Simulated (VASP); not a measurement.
Input of a VASP 6.6.1 run:

Contents of INCAR:

```
PREC = Accurate
ENCUT = 520
EDIFF = 1E-6
ISMEAR = -1
SIGMA = 0.1
LREAL = False
LASPH = True
NELM = 80
ALGO = Normal
ISIF = 2
LWAVE = False
LCHARG = True
GGA = RP
LELF = True
LVHAR = True
NBANDS = 15
```

KPOINTS

```
regular mesh
0
Gamma
  11 11 11
```

File POSCAR:

```
Os
1.0
    0.0000000000      2.6739073871      2.6739073871
    2.6739073871      0.0000000000      2.6739073871
    2.6739073871      2.6739073871      0.0000000000
Os
2
Direct
    0.1250000000      0.1250000000      0.1250000000
    0.8750000000      0.8750000000      0.8750000000
```

Potentials or basis: VASP PAW PBE potentials, release 64 (Os).

Run with:

```sh
$ cat potpaw_PBE.64/Os/POTCAR > POTCAR
$ mpirun -np 1 vasp_std > vasp.out
```

(1) What does it give for the band gap on the k mesh?

(2) What does it give for the pressure?

## Answers

(1) zero (bands 8 and 9 overlap by 1.16 eV).

(2) 31.6 GPa.

Caveat: the cell stands under pressure; the PAW data sets were made with another functional, which shifts forces and pressure a little; spin-orbit coupling is left out, which moves the levels of the heavy elements.
